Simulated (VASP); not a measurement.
# Cr: electric field gradients with PBE

Crystal: Cr.

```
CELL_PARAMETERS angstrom
-1.42753 1.44195 1.44195
1.44195 -1.42753 1.44195
1.44195 1.44195 -1.42753
ATOMIC_POSITIONS crystal
Cr 0.00000 0.00000 0.00000
```

This cell differs from its parent crystal: equal xy, yz and zx shear strains of +1 %.

```yaml
Program: VASP 6.6.1
Task: electric field gradients
Functional: PBE
Potentials_or_basis: VASP PAW PBE potentials, release 64 (Cr_pv)
Cutoff: 520 eV
k_mesh: 18 × 18 × 18
Occupations: fermi-dirac, width 0.08 eV
Spin: collinear spin, ferromagnetic start
Starting_moments: "[3.0] μB"
Dipole_correction: no
Further_INCAR_settings: ALGO = Normal; EDIFF = 1e-08; NBANDS = 16
```

```json
{
 "Pressure": "-9.2 GPa",
 "Band gap on the k mesh": "zero (filled and empty bands overlap)",
 "Net moment": "0.00 μB per cell",
 "Largest electric field gradient by atom": "Cr -0.6 V/Å²",
 "Valence electrons inside the program's atomic spheres": "Cr 10.98"
}
```

Stress tensor (GPa, compression positive):
```
-9.21 -0.84 -0.84
-0.84 -9.21 -0.84
-0.84 -0.84 -9.21
```

Levels at points of the mesh, in eV from the Fermi level:
Spin up:
| k point | band 3 | band 4 | band 5 | band 6 | band 7 | band 8 | band 9 | band 10 |
| --- | --- | --- | --- | --- | --- | --- | --- | --- |
| (0.00, 0.00, 0.00) | -42.77 | -7.72 | -0.93 | -0.93 | -0.76 | 1.09 | 1.09 | 7.08 |
| (0.50, 0.00, 0.00) | -42.78 | -4.25 | -2.36 | 0.93 | 1.10 | 1.44 | 2.65 | 7.07 |
| (0.50, 0.50, 0.00) | -42.79 | -4.25 | -2.32 | 1.05 | 1.12 | 1.36 | 2.71 | 7.07 |
| (0.50, 0.50, 0.50) | -43.32 | -4.09 | -4.09 | 2.21 | 2.36 | 2.36 | 7.08 | 10.22 |
Spin down:
```tsv
k point	band 3	band 4	band 5	band 6	band 7	band 8	band 9	band 10
(0.00, 0.00, 0.00)	-42.77	-7.72	-0.93	-0.93	-0.76	1.09	1.09	7.08
(0.50, 0.00, 0.00)	-42.78	-4.25	-2.36	0.93	1.10	1.44	2.65	7.07
(0.50, 0.50, 0.00)	-42.79	-4.25	-2.32	1.05	1.12	1.36	2.71	7.07
(0.50, 0.50, 0.50)	-43.32	-4.09	-4.09	2.21	2.36	2.36	7.08	10.22
```

Electric field gradients, principal values (V/Å²):
| atom | least | middle | greatest (by size) |
| --- | --- | --- | --- |
| 1 Cr | 0.280 | 0.280 | -0.559 |

Run time: 5.1 min on 1 thread of Oxide Virtual Turin-like Processor, on a shared host, peak memory 0.23 GiB.

Caveat: the cell differs from its parent crystal (equal xy, yz and zx shear strains of +1 %); the cell stands under tension; the moments typed at the start vanished in this run; without QUAD_EFG the Cq values of the log hold for a quadrupole moment of 1 mb, not for the nuclei.
